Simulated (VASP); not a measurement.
Here is a VASP 6.6.1 calculation.

File INCAR:

```
  ALGO = Normal
  EDIFF = 1E-6
  ENCUT = 520
  GGA = PS
  ISIF = 2
  ISMEAR = 0
  LASPH = True
  LCHARG = False
  LREAL = False
  LWAVE = False
  NBANDS = 27
  NELM = 100
  PREC = Accurate
  SIGMA = 0.02
```

The input KPOINTS:

```
k-points
0
Gamma
  6 6 6
```

POSCAR

```
Se
1.0
    5.3491928220      3.0883579157      1.5253951818
   -5.3491928220      3.0883579157      1.5253951818
    0.0000000000     -6.1767158315      1.5253951817
Se
6
Direct
    0.8329868431      0.6977891857      0.0912446697
    0.6977891857      0.0912446697      0.8329868431
    0.0912446697      0.8329868431      0.6977891857
    0.1670131569      0.3022108143      0.9087553303
    0.3022108143      0.9087553303      0.1670131569
    0.9087553303      0.1670131569      0.3022108143
```

Potentials or basis: VASP PAW PBE potentials, release 64 (Se).

Run with:

```console
$ cat potpaw_PBE.64/Se/POTCAR > POTCAR
$ mpirun -np 1 vasp_std > vasp.out
```

**Question.** Estimate the band gap on the k mesh.

**Answer.** 0.98 eV, indirect (least direct gap 1.11 eV).

**Question.** Predict the largest force.

**Answer.** 0.035 eV/Å.

**Question.** What does it give for the pressure?

**Answer.** 0.2 GPa.

Stress tensor (GPa, compression positive):
```
0.21 0.00 0.00
0.00 0.21 0.00
0.00 0.00 0.11
```

Caveat: the PAW data sets were made with another functional, which shifts forces and pressure a little. A k mesh can miss the band edges.
